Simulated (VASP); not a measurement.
Ni, 1 atom in the cell. The structure is cubic, space group Fm-3m (No. 225). Conventional cell: a = 3.543 Å, b = 3.543 Å, c = 3.543 Å, α = 90.00°, β = 90.00°, γ = 90.00°. Ni (site symmetry m-3m) has 12 Ni at 2.51 Å within 3.3 Å. 

- Program: VASP 6.6.1
- Task: single point
- Functional: HSE06
- Potentials or basis: VASP PAW PBE potentials, release 64 (Ni)
- Cutoff: 520 eV
- k mesh: 8 × 8 × 8
- Occupations: fermi-dirac, width 0.05 eV
- Spin: collinear spin, ferromagnetic start
- Starting moments: [1.0] μB
- Dipole correction: no
- Grid for exact exchange (PRECFOCK): Normal
- Further INCAR settings: ALGO = Normal; EDIFF = 1e-06; NBANDS = 15
- Share of exact exchange: 0.25
- Screening parameter: 0.2079 1/Å

Potentials or basis: VASP PAW PBE potentials, release 64 (Ni).

Run with:

```bash
$ cat potpaw_PBE.64/Ni/POTCAR > POTCAR
$ cp INCAR.step1 INCAR
$ mpirun -np 1 vasp_std > vasp.out
$ cp INCAR.step2 INCAR
$ mpirun -np 1 vasp_std > vasp.out
```

Hardware: 1 thread of Oxide Virtual Turin-like Processor, on a shared host.

**Question.** How long does it take, and how much memory?

**Answer.** Wall time 86 min on 1 thread of Oxide Virtual Turin-like Processor, on a shared host, peak memory 0.21 GiB. Counts: k points 29.
